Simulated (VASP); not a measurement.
# Na2S (Fm-3m) in VASP: further runs

Na2S is run at these levels: LDA; tasks: single point, relaxation of cell and atoms.

All numbers are computed with VASP 6.6.1; they aren't measurements. Logs are shortened: lines on timing, memory, paths and dates and some standing lists are left out, and cuts for length are marked.

**1. The cell of the first run**

The structure is cubic, space group Fm-3m (No. 225). The conventional cell has a = 6.384 Å, b = 6.384 Å, c = 6.384 Å, α = 90.00°, β = 90.00°, γ = 90.00°. Within 3.6 Å of Na (site symmetry -43m) lie 4 S at 2.76 Å and 6 Na at 3.19 Å. S (site symmetry m-3m) has 8 Na at 2.76 Å within 3.6 Å.

**2. Single point, LDA**

INCAR reads:

```
PREC     = Accurate       # precision mode
ENCUT    = 500            # plane-wave cutoff, eV
EDIFF    = 1E-6           # SCF threshold, eV
ISMEAR   = 0              # smearing method
SIGMA    = 0.02           # smearing width, eV
LREAL    = False          # projectors in reciprocal space
LASPH    = True           # aspherical terms in the spheres
NELM     = 120            # most SCF steps
ALGO     = Normal         # electronic algorithm
ISIF     = 2              # what is computed and relaxed
LWAVE    = False          # write WAVECAR
LCHARG   = True           # write CHGCAR
GGA      = CA             # functional
LELF     = True           # ELF
LVHAR    = True         
NBANDS   = 17             # bands
GGA_COMPAT= False
```

KPOINTS reads:

```
regular mesh
0
Gamma
  8 8 8
```

POSCAR reads:

```
Na2S
1.0
    0.0000000000      3.1920045386      3.1920045386
    3.1920045386      0.0000000000      3.1920045386
    3.1920045386      3.1920045386      0.0000000000
Na S
2 1
Direct
    0.2500000000      0.2500000000      0.2500000000
    0.7500000000      0.7500000000      0.7500000000
    0.0000000000      0.0000000000      0.0000000000
```

Potentials or basis: VASP PAW LDA potentials, release 64 (Na_pv, S).

Launch:

```bash
cat potpaw_LDA.64/Na_pv/POTCAR potpaw_LDA.64/S/POTCAR > POTCAR
mpirun -np 1 vasp_std > vasp.out
```

OUTCAR:

```text
PREC = Accurate
   ENCUT = 500
   EDIFF = 1E-6
   ISMEAR = 0
   LREAL = False
   LASPH = True
   NELM = 120
   ISIF = 2
   GGA = CA

 ion  position               nearest neighbor table
   1  0.250  0.250  0.250-   3 2.76   3 2.76   3 2.76   3 2.76
   2  0.750  0.750  0.750-   3 2.76   3 2.76   3 2.76   3 2.76
   3  0.000  0.000  0.000-   1 2.76   2 2.76   2 2.76   2 2.76   2 2.76   1 2.76   1 2.76   1 2.76

  LATTYP: Found a face centered cubic cell.
 ALAT       =     6.3840090772

  Lattice vectors:

 A1 = (   0.0000000000,   3.1920045386,   3.1920045386)
 A2 = (   3.1920045386,   0.0000000000,   3.1920045386)
 A3 = (   3.1920045386,   3.1920045386,   0.0000000000)

Analysis of symmetry for initial positions (statically):
=====================================================================
 Subroutine PRICEL returns:
 Original cell was already a primitive cell.

 Routine SETGRP: Setting up the symmetry group for a
 face centered cubic supercell.

 Subroutine GETGRP returns: Found 48 space group operations
 (whereof 48 operations were pure point group operations)
 out of a pool of 48 trial point group operations.

The static configuration has the point symmetry O_h .

Analysis of symmetry for dynamics (positions and initial velocities):
=====================================================================
 Subroutine PRICEL returns:
 Original cell was already a primitive cell.

 Routine SETGRP: Setting up the symmetry group for a
 face centered cubic supercell.

 Subroutine GETGRP returns: Found 48 space group operations
 (whereof 48 operations were pure point group operations)
 out of a pool of 48 trial point group operations.

The dynamic configuration has the point symmetry O_h .

 Subroutine INISYM returns: Found 48 space group operations
 (whereof 48 operations are pure point group operations),
 and found     1 'primitive' translations

----------------------------------------------------------------------------------------

                                     Primitive cell

  volume of cell :      65.0460

  direct lattice vectors                    reciprocal lattice vectors
     0.000000000  3.192004539  3.192004539    -0.156641381  0.156641381  0.156641381
     3.192004539  0.000000000  3.192004539     0.156641381 -0.156641381  0.156641381
     3.192004539  3.192004539  0.000000000     0.156641381  0.156641381 -0.156641381

  length of vectors
[... 78 lines left out ...]
   ISPIN  =      1    spin polarized calculation?
   LNONCOLLINEAR =      F non collinear calculations
   LSORBIT =      F    spin-orbit coupling
   LASPH  =      T    aspherical Exc in radial PAW
   ENCUT  =  500.0 eV  36.75 Ry    6.06 a.u.   8.23  8.23  8.23*2*pi/ulx,y,z
   NELM   =    120;   NELMIN=  2; NELMDL= -5     # of ELM steps
   EDIFF  = 0.1E-05   stopping-criterion for ELM
   LREAL  =      F    real-space projection
   EDIFFG = 0.1E-04   stopping-criterion for IOM
   NSW    =      0    number of steps for IOM
   IBRION =     -1    ionic relax: 0-MD 1-quasi-New 2-CG
   NFREE  =      0    steps in history (QN), initial steepest desc. (CG)
   ISIF   =      2    stress and relaxation
   ISYM   =      2    0-nonsym 1-usesym 2-fastsym
   POTIM  = 0.5000    time-step for ionic-motion
   TEBEG  =    0.0;   TEEND  =   0.0 temperature during run
   PSTRESS=    0.0 pullay stress
   NELECT =      20.0000    total number of electrons
   NUPDOWN=      -1.0000    fix difference up-down
   EMIN   =  10.00;   EMAX   =-10.00  energy-range for DOS
   EFERMI =   0.00;   METHOD = LEGACY
   ISMEAR =     0;   SIGMA  =   0.02  broadening in eV -4-tet -1-fermi 0-gaus
   EFERMI_NEDOS =   21; number of points for ismear=-14 and -15
   IALGO  =     38    algorithm
   IMIX   =      4    mixing-type and parameters
     AMIX     =   0.40;   BMIX     =  1.00
     AMIX_MAG =   1.60;   BMIX_MAG =  1.00
  volume/ion in A,a.u.               =      21.68       146.32
  Fermi-wavevector in a.u.,A,eV,Ry     =   1.104955  2.088063 16.611706  1.220926
  Thomas-Fermi vector in A             =   2.241435
   LORBIT       =      0    0 simple, 1 ext, 2 COOP (PROOUT), +10 PAW based schemes
   GGA     = CA    functional components
   LHFCALC =     F    Hartree Fock is set to
   AEXX    =    0.0000 exact exchange contribution
   IVDW    =     0    specifies the selected vdW correction
   LEPSILON=     F    determine dielectric tensor
   LRPA    =     F    only Hartree local field effects (RPA)
 non-spin polarized calculation
 Gauss-broadening in eV      SIGMA  =   0.02
  energy-cutoff  :      500.00
  volume of cell :       65.05
 maximum number of plane-waves:      1676
 NGX is ok and might be reduce to    36
   NGX = 17   NGY = 17   NGZ = 17

 number of electron      20.0000015 magnetization

 Free energy of the ion-electron system (eV)
  ---------------------------------------------------
  ext. energy  EPLUGINS =         0.00000000
  ---------------------------------------------------
  free energy    TOTEN  =       -10.91264495 eV

  energy without entropy =      -10.91264495  energy(sigma->0) =      -10.91264495

 E-fermi :   0.4168     XC(G=0):  -8.5590

 val. band max:        0.2825789669   @ k =   0.0000   0.0000   0.0000
 cond. band min:       2.7737083579   @ k =   0.0000   0.0000   0.0000
 fundamental gap:      2.4911293911
 Fermi energy:         0.4167744176

 k-point     1 :       0.0000    0.0000    0.0000
  band No.  band energies     occupation
      1     -21.7795      2.00000
      2     -21.7795      2.00000
      3     -21.7795      2.00000
      4     -21.7088      2.00000
      5     -21.7088      2.00000
      6     -21.7088      2.00000
[... 457 lines left out ...]
      4     -21.7474      2.00000
      5     -21.7105      2.00000
      6     -21.7092      2.00000
[... 9 lines left out ...]
     16      11.0944      0.00000
     17      12.4765      0.00000

 [... further k-points ...]
[... 5 lines left out ...]
  --------------------------------------------------------------------------------------
  -------------------------------------------------------------------------------------
  Total       -0.0022148     -0.0022148     -0.0022148      0.0000000      0.0000000      0.0000000
  in kB       -0.0545543     -0.0545543     -0.0545543      0.0000000      0.0000000      0.0000000
  external PRESSURE =      -0.0545543 kB  Pullay stress =       0.0000000 kB

 VOLUME and BASIS-vectors are now :
 -----------------------------------------------------------------------------
  energy-cutoff  :      500.00
  volume of cell :       65.05
      direct lattice vectors                 reciprocal lattice vectors
     0.000000000  3.192004539  3.192004539    -0.156641381  0.156641381  0.156641381
     3.192004539  0.000000000  3.192004539     0.156641381 -0.156641381  0.156641381
     3.192004539  3.192004539  0.000000000     0.156641381  0.156641381 -0.156641381

 POSITION                                       TOTAL-FORCE (eV/Angst)
 -----------------------------------------------------------------------------------
      1.59600      1.59600      1.59600        -0.000000      0.000000     -0.000000
      4.78801      4.78801      4.78801        -0.000000     -0.000000     -0.000000
      0.00000      0.00000      0.00000         0.000000      0.000000      0.000000
 -----------------------------------------------------------------------------------
    total drift:                                0.000000      0.000000      0.000000

  FREE ENERGIE OF THE ION-ELECTRON SYSTEM (eV)
  ---------------------------------------------------
  free  energy   TOTEN  =       -10.9126449488 eV

  energy  without entropy=      -10.9126449488  energy(sigma->0) =      -10.91264495
```

OSZICAR:

```text
N       E                     dE             d eps       ncg     rms          rms(c)
DAV:   1     0.144261496997E+03    0.14426E+03   -0.10277E+04   986   0.120E+03
DAV:   2    -0.128199770864E+01   -0.14554E+03   -0.14105E+03  1038   0.314E+02
DAV:   3    -0.115523367759E+02   -0.10270E+02   -0.10221E+02  1219   0.829E+01
DAV:   4    -0.117409691059E+02   -0.18863E+00   -0.18848E+00  1184   0.119E+01
DAV:   5    -0.117442245189E+02   -0.32554E-02   -0.32550E-02  1276   0.157E+00    0.369E+00
DAV:   6    -0.109891493643E+02    0.75508E+00   -0.15055E+00  1318   0.587E+00    0.293E+00
DAV:   7    -0.109218853501E+02    0.67264E-01   -0.19232E-01  1200   0.192E+00    0.182E+00
DAV:   8    -0.109127034386E+02    0.91819E-02   -0.15145E-02  1110   0.102E+00    0.500E-01
DAV:   9    -0.109123849919E+02    0.31845E-03   -0.88750E-04  1317   0.211E-01    0.316E-01
DAV:  10    -0.109126672011E+02   -0.28221E-03   -0.76724E-04  1062   0.215E-01    0.182E-01
DAV:  11    -0.109126432084E+02    0.23993E-04   -0.65743E-05  1131   0.874E-02    0.426E-02
DAV:  12    -0.109126453022E+02   -0.20938E-05   -0.44627E-06  1129   0.234E-02    0.477E-03
DAV:  13    -0.109126449488E+02    0.35339E-06   -0.77892E-07   876   0.614E-03
   1 F= -.10912645E+02 E0= -.10912645E+02  d E =-.185312E-23
```

Wall time 59 s (1 thread of Intel Xeon 8259CL, shared host); peak memory 0.17 GiB.

What came out:

- Free energy: -10.9126 eV
- Pressure: 0.0 GPa
- Band gap on the k mesh: 2.49 eV, direct

Expect the measured gap to be larger: semilocal functionals such as LDA lack the derivative discontinuity.

**3. Single point, LDA**

INCAR reads:

```
  PREC = Accurate
  ENCUT = 500
  EDIFF = 1E-6
  ISMEAR = 0
  SIGMA = 0.01
  LREAL = False
  LASPH = True
  NELM = 120
  ALGO = Normal
  ISIF = 2
  LWAVE = False
  LCHARG = False
  GGA = CA
  NBANDS = 17
  GGA_COMPAT = False
```

KPOINTS is that of step 2.

POSCAR is that of step 2.

Potentials or basis: VASP PAW LDA potentials, release 64 (Na_pv, S).

Launch:

```bash
cat potpaw_LDA.64/Na_pv/POTCAR potpaw_LDA.64/S/POTCAR > POTCAR
mpirun -np 1 vasp_std > vasp.out
```

Run time: 54 s. Hardware: 1 thread of Intel Xeon 8259CL, shared host; peak memory 0.17 GiB.

The run converged. Its results:

```
Free energy            : -10.9126 eV
Pressure               : 0.0 GPa
Band gap on the k mesh : 2.49 eV, direct
```

Levels at points of the mesh, in eV from the valence-band top:
| k point | band 6 | band 7 | band 8 | band 9 | band 10 | band 11 | band 12 | band 13 | band 14 | band 15 |
| --- | --- | --- | --- | --- | --- | --- | --- | --- | --- | --- |
| (0.00, 0.00, 0.00) | -21.99 | -10.20 | 0.00 | 0.00 | 0.00 | 2.49 | 7.77 | 7.77 | 7.77 | 9.39 |
| (0.50, 0.00, 0.00) | -22.03 | -9.89 | -1.84 | -0.14 | -0.14 | 4.84 | 6.57 | 7.11 | 7.11 | 11.54 |
| (0.50, 0.50, 0.00) | -21.97 | -9.79 | -1.64 | -0.50 | -0.50 | 3.67 | 5.99 | 8.82 | 9.99 | 9.99 |

**4. Relaxation of cell and atoms, LDA**

INCAR reads:

```
PREC = Accurate
ENCUT = 500
EDIFF = 1E-7
ISMEAR = 0
SIGMA = 0.01
LREAL = F
LASPH = T
NELM = 120
ALGO = Normal
ISIF = 3
LWAVE = F
LCHARG = F
GGA = CA
IBRION = 2
NSW = 80
EDIFFG = -0.001
GGA_COMPAT = F
NELMIN = 4
```

KPOINTS reads:

```
Automatic mesh
0
Gamma
  8 8 8
```

POSCAR is that of step 3.

Launch:

```bash
cat potpaw_LDA.64/Na_pv/POTCAR potpaw_LDA.64/S/POTCAR > POTCAR
mpirun -np 1 vasp_std > vasp.out
```

Run time: 48 s. Hardware: 1 thread of Intel Xeon 8259CL, shared host; peak memory 0.17 GiB.

It converged, with:

| Item | Value |
| --- | --- |
| Free energy | -10.9126 eV |
| Pressure after relaxing | 0.0 GPa |
| Band gap on the k mesh | 2.49 eV, direct |

Final structure:
```cif
data_structure
_symmetry_space_group_name_H-M 'P 1'
_symmetry_Int_Tables_number 1
_cell_length_a 4.5142
_cell_length_b 4.5142
_cell_length_c 4.5142
_cell_angle_alpha 60.000
_cell_angle_beta 60.000
_cell_angle_gamma 60.000
_cell_volume 65.05
loop_
_atom_site_label
_atom_site_type_symbol
_atom_site_fract_x
_atom_site_fract_y
_atom_site_fract_z
_atom_site_occupancy
Na1 Na 0.25000 0.25000 0.25000 1
Na2 Na 0.75000 0.75000 0.75000 1
S1 S 0.00000 0.00000 0.00000 1
```

Levels at points of the mesh, in eV from the valence-band top:
| k point | band 7 | band 8 | band 9 | band 10 | band 11 | band 12 | band 13 | band 14 |
| --- | --- | --- | --- | --- | --- | --- | --- | --- |
| (0.00, 0.00, 0.00) | -10.20 | 0.00 | 0.00 | 0.00 | 2.49 | 7.77 | 7.77 | 7.77 |
| (0.50, 0.00, 0.00) | -9.89 | -1.84 | -0.14 | -0.14 | 4.84 | 6.57 | 7.11 | 7.11 |
| (0.50, 0.50, 0.00) | -9.79 | -1.64 | -0.50 | -0.50 | 3.67 | 5.99 | 8.82 | 9.99 |

Caveat: the relaxation stopped at its first step, so nothing moved. Expect the measured gap to be larger: semilocal functionals such as LDA lack the derivative discontinuity.

**5. The runs side by side**

```csv
task,cell,smearing,gap on the mesh (eV),pressure (GPa)
single point,"a = 4.514 Å, angles 60.0°, 3 atoms",gaussian 0.02 eV,2.49,0.0
single point,"a = 4.514 Å, angles 60.0°, 3 atoms",gaussian 0.01 eV,2.49,0.0
relaxation of cell and atoms,"relaxed from a = 4.514 Å, angles 60.0°, 3 atoms",gaussian 0.01 eV,2.49,0.0
```

Alike in all rows: level LDA; potentials or basis VASP PAW LDA potentials, release 64 (Na_pv, S); no spin polarisation; k mesh 8 × 8 × 8; cutoff (eV) 500.

Caveats: the relaxation stopped at its first step, so nothing moved (some runs).

Total energies depend on the potentials used, so only differences within one code and one set of settings carry meaning.
